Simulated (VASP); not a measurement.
# SnO2 (P4_2/mnm) in VASP: further runs, part 2 of 3

VASP 6.6.1. Earlier steps stand in the parts before.

## 3. Single point, PBE (equal xx and yy strain of +1 %)

Contents of INCAR:

```
SYSTEM = SnO2
PREC     = Accurate       ! precision mode
ENCUT    = 520            ! plane-wave cutoff, eV
EDIFF    = 1E-6           ! SCF threshold, eV
ISMEAR   = -1             ! smearing method
SIGMA    = 0.03           ! smearing width, eV
LREAL    = .False.        ! projectors in reciprocal space
LASPH    = .True.         ! aspherical terms in the spheres
NELM     = 80             ! most SCF steps
ALGO     = Normal         ! electronic algorithm
ISIF     = 2              ! what is computed and relaxed
LWAVE    = .False.        ! write WAVECAR
LCHARG   = .False.        ! write CHGCAR
GGA      = PE             ! functional
NBANDS   = 35             ! bands
```

Contents of KPOINTS:

```
Automatic mesh
0
Gamma
  4 4 6
  0 0 0
```

Contents of POSCAR:

```
SnO2
1.0
    4.7847235000      0.0000000000      0.0000000000
    0.0000000000      4.7847235000      0.0000000000
    0.0000000000      0.0000000000      3.1864000000
Sn O
2 4
Direct
    0.0000000000      0.0000000000      0.0000000000
    0.5000000000      0.5000000000      0.5000000000
    0.3056200000      0.3056200000      0.0000000000
    0.1943800000      0.8056200000      0.5000000000
    0.6943800000      0.6943800000      0.0000000000
    0.8056200000      0.1943800000      0.5000000000
```

Potentials or basis: VASP PAW PBE potentials, release 64 (Sn_d, O).

Run with:

```console
cat potpaw_PBE.64/Sn_d/POTCAR potpaw_PBE.64/O/POTCAR > POTCAR
mpirun -np 1 vasp_std > vasp.out
```

OUTCAR:

```text
SYSTEM = SnO2
   PREC = Accurate
   ENCUT = 520
   EDIFF = 1E-6
   ISMEAR = -1
   LREAL = .False.
   LASPH = .True.
   NELM = 80
   ISIF = 2
   GGA = PE

 ion  position               nearest neighbor table
   1  0.000  0.000  0.000-   4 2.07   6 2.07   4 2.07   6 2.07   5 2.07   3 2.07   2 3.74   2 3.74
                             2 3.74   2 3.74   2 3.74   2 3.74   2 3.74   2 3.74
   2  0.500  0.500  0.500-   3 2.07   5 2.07   3 2.07   5 2.07   4 2.07   6 2.07   1 3.74   1 3.74
                             1 3.74   1 3.74   1 3.74   1 3.74   1 3.74   1 3.74
   3  0.306  0.306  0.000-   2 2.07   2 2.07   1 2.07
   4  0.194  0.806  0.500-   1 2.07   1 2.07   2 2.07
   5  0.694  0.694  0.000-   2 2.07   2 2.07   1 2.07
   6  0.806  0.194  0.500-   1 2.07   1 2.07   2 2.07

  LATTYP: Found a simple tetragonal cell.
 ALAT       =     4.7847235000
 C/A-ratio  =     0.6659527975

  Lattice vectors:

 A1 = (   4.7847235000,   0.0000000000,   0.0000000000)
 A2 = (   0.0000000000,   4.7847235000,   0.0000000000)
 A3 = (   0.0000000000,   0.0000000000,   3.1864000000)

Analysis of symmetry for initial positions (statically):
=====================================================================
 Subroutine PRICEL returns:
 Original cell was already a primitive cell.

 Routine SETGRP: Setting up the symmetry group for a
 simple tetragonal supercell.

 Subroutine GETGRP returns: Found 16 space group operations
 (whereof  8 operations were pure point group operations)
 out of a pool of 16 trial point group operations.

The static configuration has the point symmetry D_2h.
 The point group associated with its full space group is D_4h.

Analysis of symmetry for dynamics (positions and initial velocities):
=====================================================================
 Subroutine PRICEL returns:
 Original cell was already a primitive cell.

 Routine SETGRP: Setting up the symmetry group for a
 simple tetragonal supercell.

 Subroutine GETGRP returns: Found 16 space group operations
[... 133 lines left out ...]
  Fermi-wavevector in a.u.,A,eV,Ry     =   1.462417  2.763568 29.098291  2.138664
  Thomas-Fermi vector in A             =   2.578633
   LORBIT       =      0    0 simple, 1 ext, 2 COOP (PROOUT), +10 PAW based schemes
   GGA     = PE    functional components
   LHFCALC =     F    Hartree Fock is set to
   AEXX    =    0.0000 exact exchange contribution
   IVDW    =     0    specifies the selected vdW correction
   LEPSILON=     F    determine dielectric tensor
   LRPA    =     F    only Hartree local field effects (RPA)
 non-spin polarized calculation
  energy-cutoff  :      520.00
  volume of cell :       72.95
 maximum number of plane-waves:      2008
 NGX is ok and might be reduce to    36
   NGX = 17   NGY = 17   NGZ = 11

 number of electron      52.0000007 magnetization

 Free energy of the ion-electron system (eV)
  ---------------------------------------------------
  ext. energy  EPLUGINS =         0.00000000
  ---------------------------------------------------
  free energy    TOTEN  =       -37.24105292 eV

  energy without entropy =      -37.24105292  energy(sigma->0) =      -37.24105292

 E-fermi :   6.4423     XC(G=0): -11.1520

 val. band max:        5.9194794261   @ k =   0.0000   0.0000   0.0000
 cond. band min:       6.9646531884   @ k =   0.0000   0.0000   0.0000
 fundamental gap:      1.0451737622
 Fermi energy:         6.4423215760

 k-point     1 :       0.0000    0.0000    0.0000
  band No.  band energies     occupation
      1     -15.1756      2.00000
      2     -14.4371      2.00000
      3     -14.1897      2.00000
      4     -14.1608      2.00000
      5     -14.1608      2.00000
      6     -14.0848      2.00000
[... 901 lines left out ...]
     34      16.8639      0.00000
     35      18.8901      0.00000

------------------------ aborting loop because EDIFF is reached ----------------------------------------

  FORCE on cell =-STRESS in cart. coord.  units (eV):
  Direction    XX          YY          ZZ          XY          YZ          ZX
  --------------------------------------------------------------------------------------
  -------------------------------------------------------------------------------------
  Total        2.8185867      2.8185867      4.4786329      0.0000000      0.0000000      0.0000000
  in kB       61.9053228     61.9053228     98.3653316      0.0000000      0.0000000      0.0000000
  external PRESSURE =      74.0586591 kB  Pullay stress =       0.0000000 kB

 VOLUME and BASIS-vectors are now :
 -----------------------------------------------------------------------------
  energy-cutoff  :      520.00
  volume of cell :       72.95
      direct lattice vectors                 reciprocal lattice vectors
     4.784723500  0.000000000  0.000000000     0.208998493  0.000000000  0.000000000
     0.000000000  4.784723500  0.000000000     0.000000000  0.208998493  0.000000000
     0.000000000  0.000000000  3.186400000     0.000000000  0.000000000  0.313833794

 POSITION                                       TOTAL-FORCE (eV/Angst)
 -----------------------------------------------------------------------------------
      0.00000      0.00000      0.00000         0.000000      0.000000     -0.000000
      2.39236      2.39236      1.59320         0.000000      0.000000     -0.000000
      1.46231      1.46231      0.00000        -0.016042     -0.016042      0.000000
      0.93005      3.85467      1.59320         0.016042     -0.016042     -0.000000
      3.32242      3.32242      0.00000         0.016042      0.016042     -0.000000
      3.85467      0.93005      1.59320        -0.016042      0.016042     -0.000000
 -----------------------------------------------------------------------------------
    total drift:                                0.000000      0.000000      0.000000

  FREE ENERGIE OF THE ION-ELECTRON SYSTEM (eV)
  ---------------------------------------------------
  free  energy   TOTEN  =       -37.2410529184 eV

  energy  without entropy=      -37.2410529178  energy(sigma->0) =      -37.24105292
```

stdout:

```text
POSCAR found type information on POSCAR SnO
 POSCAR found :  2 types and       6 ions
 scaLAPACK will be used
 LDA part: xc-table for (Slater+PW92), standard interpolation
 POSCAR, INCAR and KPOINTS ok, starting setup
 FFT: planning ... GRIDC
 FFT: planning ... GRID_SOFT
 FFT: planning ... GRID
 WAVECAR not read
 entering main loop
```

Wall time 18 s (1 thread of Intel Xeon 6975P-C (Granite Rapids), shared host); peak memory 0.19 GiB.

What came out:

```
Free energy            : -37.2411 eV
Pressure               : 7.4 GPa
Largest force          : 0.023 eV/Å
Band gap on the k mesh : 1.05 eV, direct
```

Forces on the atoms (eV/Å):
```
Sn   0.000  0.000  0.000
Sn   0.000  0.000  0.000
O   -0.016 -0.016  0.000
O    0.016 -0.016  0.000
O    0.016  0.016  0.000
O   -0.016  0.016  0.000
```

Caveat: the cell differs from its parent crystal (equal xx and yy strain of +1 %); spin-orbit coupling is left out, which moves the levels of the heavy elements.

## 4. Single point, PBE (equal xx and yy strain of +3 %)

Contents of INCAR:

```
ALGO = Normal ; EDIFF = 1E-6
ENCUT = 520 ; GGA = PE
ISIF = 2 ; ISMEAR = -1
LASPH = True ; LCHARG = False
LREAL = False ; LWAVE = False
NBANDS = 35 ; NELM = 80
PREC = Accurate ; SIGMA = 0.03
```

Contents of KPOINTS:

```
k-points
0
Gamma
  4 4 6
```

POSCAR, as its differences from that of step 3:

```diff
@@ -2,4 +2,4 @@
 1.0
-    4.7847235000      0.0000000000      0.0000000000
-    0.0000000000      4.7847235000      0.0000000000
+    4.8794705000      0.0000000000      0.0000000000
+    0.0000000000      4.8794705000      0.0000000000
     0.0000000000      0.0000000000      3.1864000000
```

Run with:

```console
cat potpaw_PBE.64/Sn_d/POTCAR potpaw_PBE.64/O/POTCAR > POTCAR
mpirun -np 1 vasp_std > vasp.out
```

It took 21 s on 1 thread of Intel Xeon 6975P-C (Granite Rapids), shared host; peak memory 0.19 GiB.

Results (log left out):

```yaml
Free_energy: -37.2870 eV
Pressure: 0.5 GPa
Largest_force: 0.083 eV/Å
Band_gap_on_the_k_mesh: 0.69 eV, direct
```

Forces in eV/Å, atoms in the order of the input:
```
Sn   0.000  0.000  0.000
Sn   0.000  0.000  0.000
O    0.058  0.058  0.000
O   -0.058  0.058  0.000
O   -0.058 -0.058  0.000
O    0.058 -0.058  0.000
```

Stress tensor (GPa, compression positive):
```
-1.32  0.00  0.00
 0.00 -1.32  0.00
 0.00  0.00  4.01
```

Levels at points of the mesh, in eV from the valence-band top:
```csv
k point,band 24,band 25,band 26,band 27,band 28,band 29
"(0.00, 0.00, 0.00)",-0.77,-0.77,0.00,0.69,5.89,6.19
"(0.50, 0.00, 0.00)",-1.16,-0.63,-0.63,3.84,3.84,6.98
"(0.50, 0.50, 0.00)",-1.26,-0.90,-0.90,4.31,4.31,7.25
"(0.00, 0.00, 0.50)",-1.51,-1.18,-1.18,5.53,5.53,9.21
"(0.50, 0.00, 0.50)",-1.03,-0.80,-0.80,5.76,5.76,7.41
"(0.50, 0.50, 0.50)",-0.93,-0.81,-0.81,4.23,4.23,8.59
```

Caveat: the cell differs from its parent crystal (equal xx and yy strain of +3 %); spin-orbit coupling is left out, which moves the levels of the heavy elements.

## 5. Single point, PBE (equal xx and yy strain of -3 %)

Contents of INCAR:

```
SYSTEM = SnO2
PREC = Accurate
ENCUT = 520
EDIFF = 1E-7
ISMEAR = -1
SIGMA = 0.03
LREAL = .FALSE.
LASPH = .TRUE.
NELM = 60
ALGO = Normal
ISIF = 2
LWAVE = .FALSE.
LCHARG = .FALSE.
GGA = PE
NBANDS = 35
```

Contents of KPOINTS:

```
regular mesh
0
G
  4 4 6
  0 0 0
```

POSCAR, as its differences from that of step 4:

```diff
@@ -2,4 +2,4 @@
 1.0
-    4.8794705000      0.0000000000      0.0000000000
-    0.0000000000      4.8794705000      0.0000000000
+    4.5952295000      0.0000000000      0.0000000000
+    0.0000000000      4.5952295000      0.0000000000
     0.0000000000      0.0000000000      3.1864000000
```

Run with:

```console
cat potpaw_PBE.64/Sn_d/POTCAR potpaw_PBE.64/O/POTCAR > POTCAR
mpirun -np 1 vasp_std > vasp.out
```

Wall time 21 s (1 thread of Intel Xeon 6975P-C (Granite Rapids), shared host); peak memory 0.19 GiB.

Results (log left out):

| Property | Result |
| --- | --- |
| Free energy | -36.6721 eV |
| Pressure | 26.6 GPa |
| Largest force | 0.015 eV/Å |
| Band gap on the k mesh | 1.90 eV, direct |

Forces in eV/Å, atoms in the order of the input:
```
Sn   0.000  0.000  0.000
Sn   0.000  0.000  0.000
O   -0.011 -0.011  0.000
O    0.011 -0.011  0.000
O    0.011  0.011  0.000
O   -0.011  0.011  0.000
```

Stress tensor (GPa, compression positive):
```
27.06  0.00  0.00
 0.00 27.06  0.00
 0.00  0.00 25.68
```

Levels at points of the mesh, in eV from the valence-band top:
| k point | band 23 | band 24 | band 25 | band 26 | band 27 | band 28 | band 29 | band 30 |
| --- | --- | --- | --- | --- | --- | --- | --- | --- |
| (0.00, 0.00, 0.00) | -1.26 | -0.79 | -0.79 | 0.00 | 1.90 | 6.46 | 6.46 | 6.48 |
| (0.50, 0.00, 0.00) | -1.22 | -1.22 | -0.63 | -0.63 | 5.10 | 5.10 | 7.26 | 7.26 |
| (0.50, 0.50, 0.00) | -1.36 | -1.36 | -0.89 | -0.89 | 5.48 | 5.48 | 7.87 | 7.87 |
| (0.00, 0.00, 0.50) | -1.83 | -1.83 | -1.33 | -1.33 | 6.91 | 6.91 | 10.30 | 10.30 |
| (0.50, 0.00, 0.50) | -1.18 | -1.18 | -0.55 | -0.55 | 7.26 | 7.26 | 8.76 | 8.76 |
| (0.50, 0.50, 0.50) | -0.98 | -0.98 | -0.85 | -0.85 | 5.53 | 5.53 | 9.25 | 9.25 |

Caveat: the cell differs from its parent crystal (equal xx and yy strain of -3 %); spin-orbit coupling is left out, which moves the levels of the heavy elements.

(Part 2 of 3 ends here.)
